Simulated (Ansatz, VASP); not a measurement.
# Ru in VASP and in Ansatz

The input INCAR:

```
PREC = Accurate
ENCUT = 520
EDIFF = 1E-6
ISMEAR = -1
SIGMA = 0.02
LREAL = F
LASPH = T
NELM = 60
ALGO = Normal
ISIF = 2
LWAVE = F
LCHARG = T
GGA = PE
LELF = T
LVHAR = T
NBANDS = 21
```

The input KPOINTS:

```
regular mesh
0
Gamma
  12 12 6
```

Contents of POSCAR:

```
Ru
1.0
    2.6999378568      0.0000000000      0.0000000000
   -1.3499689284      2.3382147726      0.0000000000
    0.0000000000      0.0000000000      4.2710673554
Ru
2
Direct
    0.3333333333      0.6666666667      0.2500000000
    0.6666666667      0.3333333333      0.7500000000
```

Input for Ansatz:

```yaml
crystal:
  lattice:
    - [2.6999378568, 0.0, 0.0]
    - [-1.3499689284, 2.3382147726, 0.0]
    - [0.0, 0.0, 4.2710673554]
  atoms:
    - { symbol: Ru, position: [0.3333333333, 0.6666666667, 0.25] }
    - { symbol: Ru, position: [0.6666666667, 0.3333333333, 0.75] }
kpoints:
  mp_grid: { grid: [12, 12, 6] }
  band_path:
    path:
      - [[0.0, 0.0, 0.0], [0.5, -5.956672038382e-17, 0.0], [0.3333333333333, 0.3333333333333, 0.0], [0.0, 0.0, 0.0], [0.0, 0.0, 0.5], [0.5, -5.956672038382e-17, 0.5], [0.3333333333333, 0.3333333333333, 0.5], [0.0, 0.0, 0.5]]
      - [[0.5, -5.956672038382e-17, 0.5], [0.5, -5.956672038382e-17, 0.0]]
      - [[0.3333333333333, 0.3333333333333, 0.5], [0.3333333333333, 0.3333333333333, 0.0]]
    npoints: 10
hamiltonian:
  xc: pbe
scf:
  occupations: { method: fermi_dirac, width: 0.02 }
  n_extra_bands: 4
output:
  forces: true
  stress: true
  eigenvalues: true
```

Alike in both runs: task single point; functional PBE; k mesh 12 × 12 × 6; occupations fermi-dirac, width 0.02 eV; no spin polarisation.

|  | VASP | Ansatz |
| --- | --- | --- |
| version | VASP 6.6.1 | Ansatz 0.2.0 |
| potentials or method | VASP PAW PBE potentials, release 64 (Ru_pv) | plane waves, PAW |
| plane-wave cutoff (eV) | 520 | 420 |
| valence electrons in the cell | 28 | 32 |

```tsv
	VASP	Ansatz	Ansatz less VASP
pressure (GPa)	6.6	6.6	+0.08
traceless stress, the component that is largest in VASP (GPa)	0.41	0.40	-0.011
```

VASP's potentials hold 28 valence electrons a cell and Ansatz's 32, so a difference there can come from the potentials and not from the codes.
